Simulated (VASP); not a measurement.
# LiF (Griceite) (Fm-3m) in VASP: notebook

LiF (Griceite) is run at these levels: PBE; tasks: single point.

Program: VASP 6.6.1. These are calculated values, not measurements. Logs are shortened: lines on timing, memory, paths and dates and some standing lists are left out, and cuts for length are marked.

### Step 1. The cell of the first run

It takes space group Fm-3m (No. 225, cubic). Conventional cell: a = 3.897 Å, b = 3.897 Å, c = 3.897 Å, α = 90.00°, β = 90.00°, γ = 90.00°. Li (site symmetry m-3m) has 6 F at 1.95 Å within 2.6 Å. Within 2.6 Å of F (site symmetry m-3m) lie 6 Li at 1.95 Å.

### Step 2. Single point, PBE (volume scaled by 0.88)

INCAR

```
SYSTEM = LiF
ALGO = Normal
EDIFF = 1E-6
ENCUT = 520
GGA = PE
ISIF = 2
ISMEAR = 0
LASPH = .TRUE.
LCHARG = .FALSE.
LREAL = .FALSE.
LWAVE = .FALSE.
NBANDS = 12
NELM = 80
PREC = Accurate
SIGMA = 0.02
```

KPOINTS

```
k-points
0
G
  10 10 10
  0 0 0
```

POSCAR

```
LiF
1.0
    0.0000000000      1.9487029679      1.9487029679
    1.9487029679      0.0000000000      1.9487029679
    1.9487029679      1.9487029679      0.0000000000
Li F
1 1
Direct
    0.0000000000      0.0000000000      0.0000000000
    0.5000000000      0.5000000000      0.5000000000
```

Potentials or basis: VASP PAW PBE potentials, release 64 (Li_sv, F).

The run is started by

```bash
> cat potpaw_PBE.64/Li_sv/POTCAR potpaw_PBE.64/F/POTCAR > POTCAR
> mpirun -np 1 vasp_std > vasp.out
```

OUTCAR:

```text
SYSTEM = LiF
   EDIFF = 1E-6
   ENCUT = 520
   GGA = PE
   ISIF = 2
   ISMEAR = 0
   LASPH = .TRUE.
   LREAL = .FALSE.
   NELM = 80
   PREC = Accurate

 ion  position               nearest neighbor table
   1  0.000  0.000  0.000-   2 1.95   2 1.95   2 1.95   2 1.95   2 1.95   2 1.95
   2  0.500  0.500  0.500-   1 1.95   1 1.95   1 1.95   1 1.95   1 1.95   1 1.95

  LATTYP: Found a face centered cubic cell.
 ALAT       =     3.8974059358

  Lattice vectors:

 A1 = (   0.0000000000,   1.9487029679,   1.9487029679)
 A2 = (   1.9487029679,   0.0000000000,   1.9487029679)
 A3 = (   1.9487029679,   1.9487029679,   0.0000000000)

Analysis of symmetry for initial positions (statically):
=====================================================================
 Subroutine PRICEL returns:
 Original cell was already a primitive cell.

 Routine SETGRP: Setting up the symmetry group for a
 face centered cubic supercell.

 Subroutine GETGRP returns: Found 48 space group operations
 (whereof 48 operations were pure point group operations)
 out of a pool of 48 trial point group operations.

The static configuration has the point symmetry O_h .

Analysis of symmetry for dynamics (positions and initial velocities):
=====================================================================
 Subroutine PRICEL returns:
 Original cell was already a primitive cell.

 Routine SETGRP: Setting up the symmetry group for a
 face centered cubic supercell.

 Subroutine GETGRP returns: Found 48 space group operations
 (whereof 48 operations were pure point group operations)
 out of a pool of 48 trial point group operations.

The dynamic configuration has the point symmetry O_h .

 Subroutine INISYM returns: Found 48 space group operations
 (whereof 48 operations are pure point group operations),
 and found     1 'primitive' translations

----------------------------------------------------------------------------------------

                                     Primitive cell

  volume of cell :      14.8002

  direct lattice vectors                    reciprocal lattice vectors
     0.000000000  1.948702968  1.948702968    -0.256580920  0.256580920  0.256580920
     1.948702968  0.000000000  1.948702968     0.256580920 -0.256580920  0.256580920
     1.948702968  1.948702968  0.000000000     0.256580920  0.256580920 -0.256580920

  length of vectors
     2.755882166  2.755882166  2.755882166     0.444411189  0.444411189  0.444411189

  position of ions in fractional coordinates (direct lattice)
     0.000000000  0.000000000  0.000000000
     0.500000000  0.500000000  0.500000000

  ion indices of the primitive-cell ions
   primitive index   ion index
                 1           1
                 2           2

----------------------------------------------------------------------------------------

 KPOINTS: k-points

Automatic generation of k-mesh.
 Grid dimensions read from file:
 generate k-points for:   10   10   10

 Generating k-lattice:

  Cartesian coordinates                     Fractional coordinates (reciprocal lattice)
    -0.025658092  0.025658092  0.025658092     0.100000000  0.000000000  0.000000000
     0.025658092 -0.025658092  0.025658092     0.000000000  0.100000000  0.000000000
     0.025658092  0.025658092 -0.025658092     0.000000000  0.000000000  0.100000000

  Length of vectors
     0.044441119  0.044441119  0.044441119

  Shift w.r.t. Gamma in fractional coordinates (k-lattice)
     0.000000000  0.000000000  0.000000000

 Subroutine IBZKPT returns following result:
 ===========================================

 Found     47 irreducible k-points:

 Following reciprocal coordinates:
            Coordinates               Weight
  0.000000  0.000000  0.000000      1.000000
  0.100000  0.000000  0.000000      8.000000
  0.200000  0.000000  0.000000      8.000000
  0.300000  0.000000  0.000000      8.000000
  0.400000  0.000000  0.000000      8.000000
  0.500000  0.000000  0.000000      4.000000
[... 16 lines left out ...]
  0.300000  0.300000  0.000000      6.000000
  0.400000  0.300000  0.000000     24.000000
 [... further k-points ...]
   k-points           NKPTS =     47   k-points in BZ     NKDIM =     47   number of bands    NBANDS=     12
   number of dos      NEDOS =    301   number of ions     NIONS =      2
   total plane-waves  NPLWV =   8000
   dimension x,y,z NGX =    20 NGY =   20 NGZ =   20
   dimension x,y,z NGXF=    40 NGYF=   40 NGZF=   40
   ions per type =               1   1
   NGX,Y,Z   is equivalent  to a cutoff of  12.06, 12.06, 12.06 a.u.
   NGXF,Y,Z  is equivalent  to a cutoff of  24.13, 24.13, 24.13 a.u.
 SYSTEM =  LiF
   PREC   = accura    normal or accurate (medium, high low for compatibility)
   ISTART =      0    job   : 0-new  1-cont  2-samecut
   ICHARG =      2    charge: 1-file 2-atom 10-const
   ISPIN  =      1    spin polarized calculation?
   LNONCOLLINEAR =      F non collinear calculations
   LSORBIT =      F    spin-orbit coupling
   LASPH  =      T    aspherical Exc in radial PAW
   ENCUT  =  520.0 eV  38.22 Ry    6.18 a.u.   5.12  5.12  5.12*2*pi/ulx,y,z
   NELM   =     80;   NELMIN=  2; NELMDL= -5     # of ELM steps
   EDIFF  = 0.1E-05   stopping-criterion for ELM
   LREAL  =      F    real-space projection
   EDIFFG = 0.1E-04   stopping-criterion for IOM
   NSW    =      0    number of steps for IOM
   IBRION =     -1    ionic relax: 0-MD 1-quasi-New 2-CG
   NFREE  =      0    steps in history (QN), initial steepest desc. (CG)
   ISIF   =      2    stress and relaxation
   ISYM   =      2    0-nonsym 1-usesym 2-fastsym
   POTIM  = 0.5000    time-step for ionic-motion
   TEBEG  =    0.0;   TEEND  =   0.0 temperature during run
   PSTRESS=    0.0 pullay stress
   NELECT =      10.0000    total number of electrons
   NUPDOWN=      -1.0000    fix difference up-down
   EMIN   =  10.00;   EMAX   =-10.00  energy-range for DOS
   EFERMI =   0.00;   METHOD = LEGACY
   ISMEAR =     0;   SIGMA  =   0.02  broadening in eV -4-tet -1-fermi 0-gaus
   EFERMI_NEDOS =   21; number of points for ismear=-14 and -15
   IALGO  =     38    algorithm
   IMIX   =      4    mixing-type and parameters
     AMIX     =   0.40;   BMIX     =  1.00
     AMIX_MAG =   1.60;   BMIX_MAG =  1.00
  volume/ion in A,a.u.               =       7.40        49.94
  Fermi-wavevector in a.u.,A,eV,Ry     =   1.436545  2.714676 28.077813  2.063661
  Thomas-Fermi vector in A             =   2.555721
   LORBIT       =      0    0 simple, 1 ext, 2 COOP (PROOUT), +10 PAW based schemes
   GGA     = PE    functional components
   LHFCALC =     F    Hartree Fock is set to
   AEXX    =    0.0000 exact exchange contribution
   IVDW    =     0    specifies the selected vdW correction
   LEPSILON=     F    determine dielectric tensor
   LRPA    =     F    only Hartree local field effects (RPA)
 non-spin polarized calculation
 Gauss-broadening in eV      SIGMA  =   0.02
  energy-cutoff  :      520.00
  volume of cell :       14.80
 maximum number of plane-waves:       411
   NGX = 11   NGY = 11   NGZ = 11

 number of electron      10.0000000 magnetization

 number of electron       9.9999978 magnetization

 Free energy of the ion-electron system (eV)
  ---------------------------------------------------
  ext. energy  EPLUGINS =         0.00000000
  ---------------------------------------------------
  free energy    TOTEN  =        -9.57581660 eV

  energy without entropy =       -9.57581660  energy(sigma->0) =       -9.57581660

 E-fermi :  -0.2310     XC(G=0): -10.4738

 val. band max:       -0.3789178795   @ k =   0.0000   0.0000   0.0000
 cond. band min:       9.6452188928   @ k =   0.0000   0.0000   0.0000
 fundamental gap:     10.0241367723
 Fermi energy:        -0.2310106142

 k-point     1 :       0.0000    0.0000    0.0000
  band No.  band energies     occupation
      1     -41.1074      2.00000
      2     -20.6420      2.00000
      3      -0.3789      2.00000
      4      -0.3789      2.00000
      5      -0.3789      2.00000
      6       9.6452      0.00000
      7      24.9211      0.00000
      8      24.9212      0.00000
      9      24.9212      0.00000
     10      24.9320      0.00000
     11      24.9320      0.00000
     12      24.9320      0.00000

 k-point     2 :       0.1000    0.0000    0.0000
  band No.  band energies     occupation
      1     -41.0988      2.00000
      2     -20.5965      2.00000
      3      -0.6974      2.00000
      4      -0.4057      2.00000
      5      -0.4057      2.00000
      6       9.9331      0.00000
      7      21.8600      0.00000
      8      23.4542      0.00000
      9      23.4542      0.00000
     10      26.1273      0.00000
     11      26.1273      0.00000
     12      26.3286      0.00000

 k-point     3 :       0.2000    0.0000    0.0000
  band No.  band energies     occupation
      1     -41.0763      2.00000
      2     -20.4753      2.00000
      3      -1.4658      2.00000
      4      -0.4741      2.00000
      5      -0.4741      2.00000
      6      10.5418      0.00000
      7      19.3182      0.00000
      8      21.8396      0.00000
      9      21.8396      0.00000
     10      27.4082      0.00000
     11      27.5426      0.00000
     12      27.5426      0.00000
[... 286 lines left out ...]
 k-point    23 :       0.3000    0.3000    0.0000
  band No.  band energies     occupation
      1     -41.0327      2.00000
      2     -20.1411      2.00000
      3      -2.5281      2.00000
      4      -1.1468      2.00000
      5      -1.1468      2.00000
      6      12.8597      0.00000
      7      18.1134      0.00000
      8      19.7139      0.00000
      9      21.1609      0.00000
     10      21.1609      0.00000
     11      35.8816      0.00000
     12      36.5185      0.00000

 k-point    24 :       0.4000    0.3000    0.0000
  band No.  band energies     occupation
      1     -41.0163      2.00000
      2     -20.0051      2.00000
      3      -3.0166      2.00000
      4      -1.3884      2.00000
      5      -1.2600      2.00000
      6      13.6646      0.00000
      7      17.0235      0.00000
      8      19.2462      0.00000
      9      20.9061      0.00000
     10      21.9872      0.00000
     11      35.8776      0.00000
     12      36.3314      0.00000

 [... further k-points ...]

------------------------ aborting loop because EDIFF is reached ----------------------------------------

  FORCE on cell =-STRESS in cart. coord.  units (eV):
  Direction    XX          YY          ZZ          XY          YZ          ZX
  --------------------------------------------------------------------------------------
  -------------------------------------------------------------------------------------
  Total        1.0046231      1.0046231      1.0046231      0.0000000      0.0000000      0.0000000
  in kB      108.7543944    108.7543944    108.7543944      0.0000000      0.0000000      0.0000000
  external PRESSURE =     108.7543944 kB  Pullay stress =       0.0000000 kB

 VOLUME and BASIS-vectors are now :
 -----------------------------------------------------------------------------
  energy-cutoff  :      520.00
  volume of cell :       14.80
      direct lattice vectors                 reciprocal lattice vectors
     0.000000000  1.948702968  1.948702968    -0.256580920  0.256580920  0.256580920
     1.948702968  0.000000000  1.948702968     0.256580920 -0.256580920  0.256580920
     1.948702968  1.948702968  0.000000000     0.256580920  0.256580920 -0.256580920

 POSITION                                       TOTAL-FORCE (eV/Angst)
 -----------------------------------------------------------------------------------
      0.00000      0.00000      0.00000         0.000000      0.000000     -0.000000
      1.94870      1.94870      1.94870        -0.000000     -0.000000      0.000000
 -----------------------------------------------------------------------------------
    total drift:                                0.000000      0.000000      0.000000

  FREE ENERGIE OF THE ION-ELECTRON SYSTEM (eV)
  ---------------------------------------------------
  free  energy   TOTEN  =        -9.5758165998 eV

  energy  without entropy=       -9.5758165998  energy(sigma->0) =       -9.57581660
```

Wall time 5.6 s (1 thread of Intel Xeon Platinum 8488C (Sapphire Rapids), shared host); peak memory 0.12 GiB.

Results:

```
Free energy            : -9.5758 eV
Band gap on the k mesh : 10.02 eV, direct
```

Caveat: the cutoff is under 1.25 times the usual one of these potentials, so pressure, stress and relaxed cells hold a basis-set (Pulay) error.

(Continued in part 2 of 2.)
